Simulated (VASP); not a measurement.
# SrO (Fm-3m) in VASP: further runs

Aim: see how the results for SrO move with the level of theory and the settings. Levels: PBE, revPBE+D3(BJ). Tasks: single point.

Everything below comes from runs of VASP 6.6.1. Logs are shortened: lines on timing, memory, paths and dates and some standing lists are left out, and cuts for length are marked.

## (1) The cell of the first run

The structure is cubic, space group Fm-3m (No. 225). The conventional cell has a = 5.200 Å, b = 5.200 Å, c = 5.200 Å, α = 90.00°, β = 90.00°, γ = 90.00°. Within 3.4 Å of Sr (site symmetry m-3m) lie 6 O at 2.60 Å. Within 3.4 Å of O (site symmetry m-3m) lie 6 Sr at 2.60 Å.

## (2) Single point, PBE, non-collinear spin, zero start, spin-orbit coupling

INCAR

```
  PREC = Accurate
  ENCUT = 520
  EDIFF = 1E-7
  ISMEAR = -1
  SIGMA = 0.05
  LREAL = False
  LASPH = True
  NELM = 150
  ALGO = Normal
  ISIF = 2
  LWAVE = False
  LCHARG = False
  MAGMOM = 0 0 0 0 0 0
  LORBIT = 11
  LSORBIT = True
  GGA_COMPAT = False
  LORBMOM = True
  GGA = PE
  NBANDS = 28
```

KPOINTS

```
Automatic mesh
0
Gamma
  9 9 9
```

POSCAR

```
SrO
1.0
    0.0000000000      2.6000709780      2.6000709780
    2.6000709780      0.0000000000      2.6000709780
    2.6000709780      2.6000709780      0.0000000000
Sr O
1 1
Direct
    0.5000000000      0.5000000000      0.5000000000
    0.0000000000      0.0000000000      0.0000000000
```

Potentials or basis: VASP PAW PBE potentials, release 64 (Sr_sv, O).

Run with:

```console
$ cat potpaw_PBE.64/Sr_sv/POTCAR potpaw_PBE.64/O/POTCAR > POTCAR
$ mpirun -np 1 vasp_ncl > vasp.out
```

OUTCAR:

```text
PREC = Accurate
   ENCUT = 520
   EDIFF = 1E-7
   ISMEAR = -1
   LREAL = False
   LASPH = True
   NELM = 150
   ISIF = 2
   LORBIT = 11
   LSORBIT = True
   GGA = PE

 ion  position               nearest neighbor table
   1  0.500  0.500  0.500-   2 2.60   2 2.60   2 2.60   2 2.60   2 2.60   2 2.60
   2  0.000  0.000  0.000-   1 2.60   1 2.60   1 2.60   1 2.60   1 2.60   1 2.60

  LATTYP: Found a face centered cubic cell.
 ALAT       =     5.2001419560

  Lattice vectors:

 A1 = (   0.0000000000,   2.6000709780,   2.6000709780)
 A2 = (   2.6000709780,   0.0000000000,   2.6000709780)
 A3 = (   2.6000709780,   2.6000709780,   0.0000000000)

Analysis of symmetry for initial positions (statically):
=====================================================================
 Subroutine PRICEL returns:
 Original cell was already a primitive cell.

 Routine SETGRP: Setting up the symmetry group for a
 face centered cubic supercell.

 Subroutine GETGRP returns: Found 48 space group operations
[... 9 lines left out ...]

 Routine SETGRP: Setting up the symmetry group for a
 face centered cubic supercell.

 Subroutine GETGRP returns: Found 48 space group operations
 (whereof 48 operations were pure point group operations)
 out of a pool of 48 trial point group operations.

The dynamic configuration has the point symmetry O_h .

Analysis of structural, dynamic, and magnetic symmetry:
=====================================================================
 Subroutine PRICEL returns:
 Original cell was already a primitive cell.

 Routine SETGRP: Setting up the symmetry group for a
 face centered cubic supercell.

 Subroutine GETGRP returns: Found 48 space group operations
 (whereof 48 operations were pure point group operations)
 out of a pool of 48 trial point group operations.

The overall configuration has the point symmetry O_h .

 Subroutine INISYM returns: Found 48 space group operations
[... 5 lines left out ...]
                                     Primitive cell

  volume of cell :      35.1549

  direct lattice vectors                    reciprocal lattice vectors
     0.000000000  2.600070978  2.600070978    -0.192302443  0.192302443  0.192302443
     2.600070978  0.000000000  2.600070978     0.192302443 -0.192302443  0.192302443
     2.600070978  2.600070978  0.000000000     0.192302443  0.192302443 -0.192302443

  length of vectors
     3.677055640  3.677055640  3.677055640     0.333077601  0.333077601  0.333077601

  position of ions in fractional coordinates (direct lattice)
     0.500000000  0.500000000  0.500000000
     0.000000000  0.000000000  0.000000000

  ion indices of the primitive-cell ions
   primitive index   ion index
                 1           1
                 2           2

----------------------------------------------------------------------------------------

 KPOINTS: Automatic mesh

Automatic generation of k-mesh.
 Grid dimensions read from file:
 generate k-points for:    9    9    9

 Generating k-lattice:

  Cartesian coordinates                     Fractional coordinates (reciprocal lattice)
    -0.021366938  0.021366938  0.021366938     0.111111111  0.000000000  0.000000000
     0.021366938 -0.021366938  0.021366938     0.000000000  0.111111111  0.000000000
     0.021366938  0.021366938 -0.021366938     0.000000000  0.000000000  0.111111111

  Length of vectors
     0.037008622  0.037008622  0.037008622

  Shift w.r.t. Gamma in fractional coordinates (k-lattice)
     0.000000000  0.000000000  0.000000000

 Subroutine IBZKPT returns following result:
 ===========================================

 Found     35 irreducible k-points:

 Following reciprocal coordinates:
            Coordinates               Weight
  0.000000  0.000000  0.000000      1.000000
  0.111111  0.000000  0.000000      8.000000
[... 67 lines left out ...]
   LHFCALC =     F    Hartree Fock is set to
   AEXX    =    0.0000 exact exchange contribution
   IVDW    =     0    specifies the selected vdW correction
   LEPSILON=     F    determine dielectric tensor
   LRPA    =     F    only Hartree local field effects (RPA)
  energy-cutoff  :      520.00
  volume of cell :       35.15
 maximum number of plane-waves:      1916
   NGX = 13   NGY = 13   NGZ = 13

 number of electron      16.0000000 magnetization       0.0000000     -0.0000000      0.0000000

 number of electron      16.0000000 magnetization      -0.0000000     -0.0000000     -0.0000000

 number of electron      16.0000000 magnetization       0.0000000      0.0000000      0.0000000

 Free energy of the ion-electron system (eV)
  ---------------------------------------------------
  ext. energy  EPLUGINS =         0.00000000
  ---------------------------------------------------
  free energy    TOTEN  =       -12.14215810 eV

  energy without entropy =      -12.14215810  energy(sigma->0) =      -12.14215810

 E-fermi :   2.6137     XC(G=0):  -9.8686

 val. band max:        1.5263901104   @ k =   0.0000   0.0000   0.0000
 cond. band min:       4.8447440045   @ k =   0.4444   0.4444   0.0000
 fundamental gap:      3.3183538941
 Fermi energy:         2.6136664626

 k-point     1 :       0.0000    0.0000    0.0000
  band No.  band energies     occupation
      1     -30.9984      1.00000
      2     -30.9984      1.00000
      3     -13.5412      1.00000
      4     -13.5412      1.00000
      5     -13.4496      1.00000
      6     -13.4496      1.00000
[... 733 lines left out ...]
     27      12.1845      0.00000
     28      12.1845      0.00000

 [... further k-points ...]
[... 5 lines left out ...]
  --------------------------------------------------------------------------------------
  -------------------------------------------------------------------------------------
  Total        0.0538557      0.0538557      0.0538557      0.0000000      0.0000000      0.0000000
  in kB        2.4544632      2.4544632      2.4544632      0.0000000      0.0000000      0.0000000
  external PRESSURE =       2.4544632 kB  Pullay stress =       0.0000000 kB

 VOLUME and BASIS-vectors are now :
 -----------------------------------------------------------------------------
  energy-cutoff  :      520.00
  volume of cell :       35.15
      direct lattice vectors                 reciprocal lattice vectors
     0.000000000  2.600070978  2.600070978    -0.192302443  0.192302443  0.192302443
     2.600070978  0.000000000  2.600070978     0.192302443 -0.192302443  0.192302443
     2.600070978  2.600070978  0.000000000     0.192302443  0.192302443 -0.192302443

 POSITION                                       TOTAL-FORCE (eV/Angst)
 -----------------------------------------------------------------------------------
      2.60007      2.60007      2.60007        -0.000000     -0.000000     -0.000000
      0.00000      0.00000      0.00000         0.000000      0.000000      0.000000
 -----------------------------------------------------------------------------------
    total drift:                                0.000000      0.000000      0.000000

  FREE ENERGIE OF THE ION-ELECTRON SYSTEM (eV)
  ---------------------------------------------------
  free  energy   TOTEN  =       -12.1421580957 eV

  energy  without entropy=      -12.1421580957  energy(sigma->0) =      -12.14215810

 orbital moment (x)

 # of ion     p       d       tot
 ----------------------------------------
  1         0.000   0.000   0.000
  2        -0.000   0.000  -0.000
 ----------------------------------------
           -0.000   0.000   0.000

 orbital moment (y)

 # of ion     p       d       tot
 ----------------------------------------
  1         0.000   0.000   0.000
  2         0.000   0.000   0.000
 ----------------------------------------
            0.000   0.000   0.000

 orbital moment (z)

 # of ion     p       d       tot
 ----------------------------------------
  1         0.000   0.000   0.000
  2         0.000   0.000   0.000
 ----------------------------------------
            0.000   0.000   0.000

 Spin-Orbit-Coupling matrix elements

 Ion:    1  E_soc:     -0.1751990
 l=   1
     0.0000000    -0.0291742    -0.0291742
    -0.0291742     0.0000000    -0.0291742
    -0.0291742    -0.0291742     0.0000000
 l=   2
     0.0000000    -0.0000016     0.0000000    -0.0000016    -0.0000241
    -0.0000016     0.0000000    -0.0000180    -0.0000016    -0.0000060
     0.0000000    -0.0000180     0.0000000    -0.0000180     0.0000000
    -0.0000016    -0.0000016    -0.0000180     0.0000000    -0.0000060
    -0.0000241    -0.0000060     0.0000000    -0.0000060     0.0000000
 l=   3
     0.0000000     0.0000000     0.0000000     0.0000000     0.0000000     0.0000000     0.0000000
     0.0000000     0.0000000     0.0000000     0.0000000     0.0000000     0.0000000     0.0000000
     0.0000000     0.0000000     0.0000000     0.0000000     0.0000000     0.0000000     0.0000000
     0.0000000     0.0000000     0.0000000     0.0000000     0.0000000     0.0000000     0.0000000
     0.0000000     0.0000000     0.0000000     0.0000000     0.0000000     0.0000000     0.0000000
     0.0000000     0.0000000     0.0000000     0.0000000     0.0000000     0.0000000     0.0000000
     0.0000000     0.0000000     0.0000000     0.0000000     0.0000000     0.0000000     0.0000000

 Ion:    2  E_soc:     -0.0003151
 l=   1
     0.0000000    -0.0000525    -0.0000525
    -0.0000525     0.0000000    -0.0000525
    -0.0000525    -0.0000525     0.0000000
 l=   2
     0.0000000     0.0000000     0.0000000     0.0000000     0.0000000
     0.0000000     0.0000000     0.0000000     0.0000000     0.0000000
     0.0000000     0.0000000     0.0000000     0.0000000     0.0000000
     0.0000000     0.0000000     0.0000000     0.0000000     0.0000000
     0.0000000     0.0000000     0.0000000     0.0000000     0.0000000
 l=   3
     0.0000000     0.0000000     0.0000000     0.0000000     0.0000000     0.0000000     0.0000000
     0.0000000     0.0000000     0.0000000     0.0000000     0.0000000     0.0000000     0.0000000
     0.0000000     0.0000000     0.0000000     0.0000000     0.0000000     0.0000000     0.0000000
     0.0000000     0.0000000     0.0000000     0.0000000     0.0000000     0.0000000     0.0000000
     0.0000000     0.0000000     0.0000000     0.0000000     0.0000000     0.0000000     0.0000000
     0.0000000     0.0000000     0.0000000     0.0000000     0.0000000     0.0000000     0.0000000
     0.0000000     0.0000000     0.0000000     0.0000000     0.0000000     0.0000000     0.0000000

 total charge

# of ion       s       p       d       tot
------------------------------------------
    1        2.015   5.827   0.243   8.086
    2        1.551   3.410   0.000   4.961
--------------------------------------------------
tot          3.566   9.238   0.243  13.047

 magnetization (x)

# of ion       s       p       d       tot
------------------------------------------
    1        0.000  -0.000   0.000   0.000
    2        0.000  -0.000   0.000  -0.000
--------------------------------------------------
tot          0.000  -0.000   0.000  -0.000

 magnetization (y)

# of ion       s       p       d       tot
------------------------------------------
    1        0.000   0.000   0.000   0.000
    2        0.000  -0.000   0.000  -0.000
--------------------------------------------------
tot          0.000  -0.000   0.000  -0.000

 magnetization (z)

# of ion       s       p       d       tot
------------------------------------------
    1        0.000   0.000   0.000   0.000
    2        0.000   0.000   0.000   0.000
--------------------------------------------------
tot          0.000   0.000   0.000   0.000
```

Wall time 40 s (1 thread of AMD EPYC 9R45 (Zen 5), shared host); peak memory 0.24 GiB.

Results:

- Free energy: -12.1422 eV
- Pressure: 0.2 GPa
- Net moment: 0.00 μB per cell
- Valence electrons inside the program's atomic spheres: Sr 8.09; O 4.96

Moments on the atoms (μB; x, y, z):
```
Sr  0.00 0.00 0.00
O   0.00 0.00 0.00
```

## (3) Single point, PBE, non-collinear spin, zero start, spin-orbit coupling

This run uses another cell than the first one, of 17.92 Å³/atom, 1.019 times its volume.

INCAR

```
SYSTEM = SrO
  PREC = Accurate
  ENCUT = 520
  EDIFF = 1E-6
  ISMEAR = -1
  SIGMA = 0.05
  LREAL = .False.
  LASPH = .True.
  NELM = 150
  ALGO = Normal
  ISIF = 2
  LWAVE = .False.
  LCHARG = .False.
  MAGMOM = 0 0 0 0 0 0
  LORBIT = 11
  LSORBIT = .True.
  GGA_COMPAT = .False.
  LORBMOM = .True.
  GGA = PE
  NBANDS = 28
```

KPOINTS

```
regular mesh
0
Gamma
  9 9 9
  0 0 0
```

POSCAR

```
SrO
1.0
    0.0000000000      2.6166323862      2.6166323862
    2.6166323862      0.0000000000      2.6166323862
    2.6166323862      2.6166323862      0.0000000000
Sr O
1 1
Direct
    0.5000000000      0.5000000000      0.5000000000
    0.0000000000      0.0000000000      0.0000000000
```

Potentials or basis: VASP PAW PBE potentials, release 64 (Sr_sv, O).

Run with:

```console
$ cat potpaw_PBE.64/Sr_sv/POTCAR potpaw_PBE.64/O/POTCAR > POTCAR
$ mpirun -np 1 vasp_ncl > vasp.out
```

OUTCAR:

```text
SYSTEM = SrO
   PREC = Accurate
   ENCUT = 520
   EDIFF = 1E-6
   ISMEAR = -1
   LREAL = .False.
   LASPH = .True.
   NELM = 150
   ISIF = 2
   LORBIT = 11
   LSORBIT = .True.
   GGA = PE

 ion  position               nearest neighbor table
   1  0.500  0.500  0.500-   2 2.62   2 2.62   2 2.62   2 2.62   2 2.62   2 2.62
   2  0.000  0.000  0.000-   1 2.62   1 2.62   1 2.62   1 2.62   1 2.62   1 2.62

  LATTYP: Found a face centered cubic cell.
 ALAT       =     5.2332647724

  Lattice vectors:

 A1 = (   0.0000000000,   2.6166323862,   2.6166323862)
 A2 = (   2.6166323862,   0.0000000000,   2.6166323862)
 A3 = (   2.6166323862,   2.6166323862,   0.0000000000)

Analysis of symmetry for initial positions (statically):
[... 1036 lines left out ...]
     0.0000000     0.0000000     0.0000000     0.0000000     0.0000000     0.0000000     0.0000000
     0.0000000     0.0000000     0.0000000     0.0000000     0.0000000     0.0000000     0.0000000
     0.0000000     0.0000000     0.0000000     0.0000000     0.0000000     0.0000000     0.0000000
     0.0000000     0.0000000     0.0000000     0.0000000     0.0000000     0.0000000     0.0000000
     0.0000000     0.0000000     0.0000000     0.0000000     0.0000000     0.0000000     0.0000000
     0.0000000     0.0000000     0.0000000     0.0000000     0.0000000     0.0000000     0.0000000

 total charge

# of ion       s       p       d       tot
------------------------------------------
    1        2.014   5.823   0.236   8.073
    2        1.551   3.403   0.000   4.954
--------------------------------------------------
tot          3.565   9.226   0.236  13.026

 magnetization (x)

# of ion       s       p       d       tot
------------------------------------------
    1        0.000   0.000   0.000   0.000
    2        0.000   0.000   0.000   0.000
--------------------------------------------------
tot          0.000   0.000   0.000   0.000

 magnetization (y)

# of ion       s       p       d       tot
------------------------------------------
    1        0.000   0.000  -0.000   0.000
    2        0.000  -0.000   0.000  -0.000
--------------------------------------------------
tot          0.000  -0.000  -0.000   0.000

 magnetization (z)

# of ion       s       p       d       tot
------------------------------------------
    1        0.000   0.000   0.000   0.000
    2        0.000   0.000   0.000   0.000
--------------------------------------------------
tot          0.000   0.000   0.000   0.000
```

Wall time 40 s (1 thread of AMD EPYC 9R45 (Zen 5), shared host); peak memory 0.24 GiB.

What came out:

* Free energy: -12.1403 eV
* Pressure: -1.3 GPa
* Net moment: 0.00 μB per cell
* Valence electrons inside the program's atomic spheres: Sr 8.07; O 4.95

Moments on the atoms (μB; x, y, z):
```
Sr  0.00 0.00 0.00
O   0.00 0.00 0.00
```

[end of part 1 of 2]
